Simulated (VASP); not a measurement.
# Si11Au3 (Cm) in VASP: relaxation of the atoms with PBE

Aim: the relaxation of the atoms of Si11Au3 with PBE.

Everything below comes from runs of VASP 6.6.1. Logs are shortened: lines on timing, memory, paths and dates and some standing lists are left out, and cuts for length are marked.

## Step 1: The cell of the first run

The structure is monoclinic, space group Cm (No. 8). Conventional cell: a = 12.703 Å, b = 7.383 Å, c = 6.461 Å, α = 90.00°, β = 118.84°, γ = 90.00°. Si (site symmetry 1) has 3 Si at 2.13 to 2.19 Å and 1 Au at 2.43 Å within 2.8 Å. Si (site symmetry 1) has 3 Si at 2.13 to 2.16 Å and 1 Au at 2.50 Å within 2.8 Å. Within 2.8 Å of Si (site symmetry m) lie 2 Si at 2.13 Å and 2 Au at 2.48 to 2.55 Å. Si (site symmetry 1) has 3 Si at 2.12 to 2.19 Å and 1 Au at 2.53 Å within 2.8 Å. Within 2.9 Å of Si (site symmetry 1) lie 3 Si at 2.16 to 2.22 Å. Within 2.8 Å of Si (site symmetry m) lie 2 Si at 2.12 Å and 2 Au at 2.45 to 2.47 Å. Si (site symmetry m) has 2 Si at 2.13 Å and 2 Au at 2.41 to 2.46 Å within 2.8 Å. Au (site symmetry m) has 4 Si at 2.41 to 2.50 Å within 3.2 Å.

## Step 2: Relaxation of the atoms, PBE

File INCAR:

```
SYSTEM = Si11Au3
ALGO = Normal
EDIFF = 1E-6
EDIFFG = -0.03
ENCUT = 520
GGA = PE
IBRION = 2
ISIF = 2
ISMEAR = -1
KPAR = 2
LASPH = .TRUE.
LCHARG = .FALSE.
LREAL = .FALSE.
LWAVE = .FALSE.
NELM = 60
NSW = 100
PREC = Accurate
SIGMA = 0.1
```

File KPOINTS:

```
k-points
0
G
  3 3 4
  0 0 0
```

File POSCAR:

```
Si11Au3
1.0
    6.3514950000      3.6914800000      0.0000000000
    6.3514950000     -3.6914800000      0.0000000000
    3.1167720000      0.0000000000     -5.6600180000
Si Au
11 3
Direct
    0.7336000000      0.2278000000      0.5304000000
    0.2278000000      0.7336000000      0.5304000000
    0.3906000000      0.9446000000      0.2718000000
    0.9446000000      0.3906000000      0.2718000000
    0.1888000000      0.1888000000      0.0452000000
    0.6460000000      0.1926000000      0.2673000000
    0.1926000000      0.6460000000      0.2673000000
    0.3867000000      0.0859000000      0.5074000000
    0.0859000000      0.3867000000      0.5074000000
    0.5085000000      0.5085000000      0.0510000000
    0.9185000000      0.9185000000      0.7233000000
    0.7096000000      0.7096000000      0.0227000000
    0.4108000000      0.4108000000      0.8044000000
    0.0000000000      0.0000000000      0.0000000000
```

Potentials or basis: VASP PAW PBE potentials, release 64 (Si, Au).

Command:

```bash
cat potpaw_PBE.64/Si/POTCAR potpaw_PBE.64/Au/POTCAR > POTCAR
mpirun -np 2 vasp_std > vasp.out
```

OUTCAR:

```text
SYSTEM = Si11Au3
   EDIFF = 1E-6
   EDIFFG = -0.03
   ENCUT = 520
   GGA = PE
   IBRION = 2
   ISIF = 2
   ISMEAR = -1
   LASPH = .TRUE.
   LREAL = .FALSE.
   NELM = 60
   NSW = 100
   PREC = Accurate

 ion  position               nearest neighbor table
   1  0.734  0.228  0.530-  11 2.13   4 2.15   6 2.19  13 2.43
   2  0.228  0.734  0.530-  11 2.13   3 2.15   7 2.19  13 2.43
   3  0.391  0.945  0.272-   5 2.13   2 2.15   8 2.16  12 2.50
   4  0.945  0.391  0.272-   5 2.13   1 2.15   9 2.16  12 2.50
   5  0.189  0.189  0.045-   3 2.13   4 2.13  13 2.48  14 2.55
   6  0.646  0.193  0.267-  10 2.12   8 2.16   1 2.19  14 2.53
   7  0.193  0.646  0.267-  10 2.12   9 2.16   2 2.19  14 2.53
   8  0.387  0.086  0.507-   3 2.16   6 2.16   9 2.22  14 3.34
   9  0.086  0.387  0.507-   4 2.16   7 2.16   8 2.22  14 3.34
  10  0.508  0.508  0.051-   6 2.12   7 2.12  13 2.45  12 2.47
  11  0.919  0.919  0.723-   1 2.13   2 2.13  12 2.41  14 2.46
  12  0.710  0.710  0.023-  11 2.41  10 2.47   3 2.50   4 2.50
  13  0.411  0.411  0.804-   1 2.43   2 2.43  10 2.45   5 2.48
  14  0.000  0.000  0.000-  11 2.46   7 2.53   6 2.53   5 2.55   9 3.34   8 3.34

  LATTYP: Found a base centered monoclinic cell.
 ALAT       =    12.7029900000
 B/A-ratio  =     0.5811985997
 C/A-ratio  =     0.5086542240
 COS(beta)  =    -0.4823657040

  Lattice vectors:

 A1 = (  -6.3514950000,  -3.6914800000,   0.0000000000)
 A2 = (  -6.3514950000,   3.6914800000,   0.0000000000)
 A3 = (   3.1167720000,   0.0000000000,  -5.6600180000)

Analysis of symmetry for initial positions (statically):
=====================================================================
 Subroutine PRICEL returns:
 Original cell was already a primitive cell.

 Routine SETGRP: Setting up the symmetry group for a
 base centered monoclinic supercell.

 Subroutine GETGRP returns: Found  2 space group operations
 (whereof  2 operations were pure point group operations)
 out of a pool of  4 trial point group operations.

The static configuration has the point symmetry C_1h.

Analysis of symmetry for dynamics (positions and initial velocities):
=====================================================================
 Subroutine PRICEL returns:
 Original cell was already a primitive cell.

 Routine SETGRP: Setting up the symmetry group for a
 base centered monoclinic supercell.

 Subroutine GETGRP returns: Found  2 space group operations
 (whereof  2 operations were pure point group operations)
 out of a pool of  4 trial point group operations.

The dynamic configuration has the point symmetry C_1h.

[... 114 lines left out ...]
   NSW    =    100    number of steps for IOM
   IBRION =      2    ionic relax: 0-MD 1-quasi-New 2-CG
   NFREE  =      1    steps in history (QN), initial steepest desc. (CG)
   ISIF   =      2    stress and relaxation
   ISYM   =      2    0-nonsym 1-usesym 2-fastsym
   POTIM  = 0.5000    time-step for ionic-motion
   TEBEG  =    0.0;   TEEND  =   0.0 temperature during run
   PSTRESS=    0.0 pullay stress
   NELECT =      77.0000    total number of electrons
   NUPDOWN=      -1.0000    fix difference up-down
   EMIN   =  10.00;   EMAX   =-10.00  energy-range for DOS
   EFERMI =   0.00;   METHOD = LEGACY
   ISMEAR =    -1;   SIGMA  =   0.10  broadening in eV -4-tet -1-fermi 0-gaus
   EFERMI_NEDOS =   21; number of points for ismear=-14 and -15
   IALGO  =     38    algorithm
   IMIX   =      4    mixing-type and parameters
     AMIX     =   0.40;   BMIX     =  1.00
     AMIX_MAG =   1.60;   BMIX_MAG =  1.00
  volume/ion in A,a.u.               =      18.96       127.94
  Fermi-wavevector in a.u.,A,eV,Ry     =   1.083753  2.047996 15.980322  1.174521
  Thomas-Fermi vector in A             =   2.219827
   LORBIT       =      0    0 simple, 1 ext, 2 COOP (PROOUT), +10 PAW based schemes
   GGA     = PE    functional components
   LHFCALC =     F    Hartree Fock is set to
   AEXX    =    0.0000 exact exchange contribution
   IVDW    =     0    specifies the selected vdW correction
   LEPSILON=     F    determine dielectric tensor
   LRPA    =     F    only Hartree local field effects (RPA)
 conjugate gradient relaxation of ions
 non-spin polarized calculation
  energy-cutoff  :      520.00
  volume of cell :      265.41
 maximum number of plane-waves:      7198
 NGX is ok and might be reduce to    54
   NGX = 27   NGY = 27   NGZ = 25

--------------------------------------- Ionic step        1  -------------------------------------------

 number of electron      77.0000001 magnetization

 Free energy of the ion-electron system (eV)
  ---------------------------------------------------
  ext. energy  EPLUGINS =         0.00000000
  ---------------------------------------------------
  free energy    TOTEN  =       -60.33400889 eV

  energy without entropy =      -60.08054284  energy(sigma->0) =      -60.20727586

------------------------ aborting loop because EDIFF is reached ----------------------------------------

  FORCE on cell =-STRESS in cart. coord.  units (eV):
  Direction    XX          YY          ZZ          XY          YZ          ZX
  --------------------------------------------------------------------------------------
  -------------------------------------------------------------------------------------
  Total       27.5790393     29.9159521     27.4356014      0.0000000      0.0000000      1.9235554
  in kB      166.4812883    180.5880980    165.6154233      0.0000000      0.0000000     11.6115713
  external PRESSURE =     170.8949365 kB  Pullay stress =       0.0000000 kB
[... 125 lines left out ...]
  FREE ENERGIE OF THE ION-ELECTRON SYSTEM (eV)
  ---------------------------------------------------
  free  energy   TOTEN  =       -63.1867916455 eV

  energy  without entropy=      -62.9593887448  energy(sigma->0) =      -63.07309020

[... ionic steps 4 to 38 ...]

--------------------------------------- Ionic step       39  -------------------------------------------

 number of electron      76.9999999 magnetization

------------------------ aborting loop because EDIFF is reached ----------------------------------------
[... 91 lines left out ...]
--------------------------------------- Ionic step       41  -------------------------------------------

 number of electron      76.9999999 magnetization

 Free energy of the ion-electron system (eV)
  ---------------------------------------------------
  ext. energy  EPLUGINS =         0.00000000
  ---------------------------------------------------
  free energy    TOTEN  =       -65.78404920 eV

  energy without entropy =      -65.58181062  energy(sigma->0) =      -65.68292991

 E-fermi :   6.9609     XC(G=0): -10.2798

 val. band max:        6.9299820922   @ k =   0.0000   0.0000   0.2500
 cond. band min:       6.9735938431   @ k =   0.0000   0.0000   0.5000
 fundamental gap:      0.0436117509
 Fermi energy:         6.9609363042

 k-point     1 :       0.0000    0.0000    0.0000
  band No.  band energies     occupation
      1      -5.1145      2.00000
      2      -2.5498      2.00000
      3      -2.1819      2.00000
      4      -2.1314      2.00000
      5      -2.0937      2.00000
      6      -1.8126      2.00000
[... 716 lines left out ...]
  FREE ENERGIE OF THE ION-ELECTRON SYSTEM (eV)
  ---------------------------------------------------
  free  energy   TOTEN  =       -65.7840491967 eV

  energy  without entropy=      -65.5818106201  energy(sigma->0) =      -65.68292991

 reached required accuracy - stopping structural energy minimisation
```

CONTCAR:

```text
Si11Au3
   1.00000000000000
     6.3514949999999999    3.6914799999999999    0.0000000000000000
     6.3514949999999999   -3.6914799999999999    0.0000000000000000
     3.1167720000000001    0.0000000000000000   -5.6600180000000000
  Si              Au
    11     3
Direct
     0.7403024507144256    0.2428214780702159    0.4852108912628125
[... 17 lines left out ...]
  0.00000000E+00  0.00000000E+00  0.00000000E+00
  0.00000000E+00  0.00000000E+00  0.00000000E+00
  0.00000000E+00  0.00000000E+00  0.00000000E+00
  0.00000000E+00  0.00000000E+00  0.00000000E+00
  0.00000000E+00  0.00000000E+00  0.00000000E+00
  0.00000000E+00  0.00000000E+00  0.00000000E+00
  0.00000000E+00  0.00000000E+00  0.00000000E+00
  0.00000000E+00  0.00000000E+00  0.00000000E+00
  0.00000000E+00  0.00000000E+00  0.00000000E+00
  0.00000000E+00  0.00000000E+00  0.00000000E+00
  0.00000000E+00  0.00000000E+00  0.00000000E+00
```

Run time: 39 min. Hardware: 2 MPI ranks of Intel Xeon Platinum 8175M at 2.50GHz (Skylake/Cascade Lake), shared host; peak memory 0.48 GiB.

Results:

* Free energy: -65.7840 eV
* Energy gained by relaxing: 389.3 meV/atom
* Ionic steps: 41
* Pressure after relaxing: -1.2 GPa
* Largest force after relaxing: 0.022 eV/Å
* Band gap on the k mesh: zero (an odd number of electrons rules out a gap without spin polarisation)

Forces in eV/Å, atoms in the order of the input:
```
Si   0.007  0.011  0.000
Si   0.007 -0.011  0.000
Si  -0.003 -0.017  0.012
Si  -0.003  0.017  0.012
Si  -0.022  0.000  0.002
Si  -0.006  0.005 -0.009
Si  -0.006 -0.005 -0.009
Si   0.010  0.006  0.006
Si   0.010 -0.006  0.006
Si   0.011  0.000  0.001
Si   0.016  0.000 -0.016
Au  -0.008  0.000 -0.010
Au  -0.005  0.000 -0.002
Au  -0.009  0.000  0.010
```

Stress tensor (GPa, compression positive):
```
-3.80  0.00 -0.30
 0.00  0.13  0.00
-0.30  0.00  0.05
```

Step by step:
```csv
step,energy change (eV),largest force (eV/Å),pressure (GPa)
1,0.0000,3.7527,17.09
3,-2.8528,1.2271,9.79
5,-3.3095,0.7807,7.31
7,-3.5201,0.8322,6.02
9,-3.8389,1.2828,4.42
11,-4.0352,1.1803,3.44
13,-4.3058,0.4372,2.66
15,-4.3593,0.5149,2.48
17,-4.4429,0.4837,2.23
19,-4.7045,0.8036,1.05
21,-4.7458,1.0125,0.48
23,-4.9023,0.9203,-1.25
25,-5.1234,0.4367,-1.74
27,-5.1433,0.4755,-1.78
29,-5.3457,0.4732,-1.52
31,-5.3966,0.2710,-1.37
33,-5.4221,0.2036,-1.39
35,-5.4400,0.1160,-1.38
37,-5.4465,0.0824,-1.35
39,-5.4493,0.0430,-1.27
41,-5.4500,0.0223,-1.21
```

Final structure:
```
Si Au
1.0
     6.35149    3.69148    0.00000
     6.35149   -3.69148    0.00000
     3.11677    0.00000   -5.66002
Si Au
11 3
Direct
  0.74030 0.24282 0.48521
  0.24282 0.74030 0.48521
  0.50875 0.89478 0.23456
  0.89478 0.50875 0.23456
  0.18290 0.18290 0.12071
  0.64910 0.12923 0.24840
  0.12923 0.64910 0.24840
  0.42498 0.03711 0.68885
  0.03711 0.42498 0.68885
  0.48213 0.48213 0.01460
  0.92619 0.92619 0.73461
  0.70314 0.70314 0.89878
  0.38700 0.38700 0.75787
  0.03556 0.03556 0.95980
```

Levels at points of the mesh, in eV from the Fermi level:
```csv
k point,band 35,band 36,band 37,band 38,band 39,band 40,band 41,band 42
"(0.00, 0.00, 0.00)",-0.59,-0.10,0.29,0.67,0.92,0.99,1.10,1.28
"(0.00, 0.00, 0.50)",-1.09,-0.99,-0.76,-0.67,0.01,0.08,0.64,1.04
```

Caveat: spin-orbit coupling is left out, which moves the levels of the heavy elements; an odd number of electrons without spin polarisation forces a metal; a magnetic or distorted state may lie lower.

The gap in the log of VASP goes by the Fermi energy; the results here count the filled bands.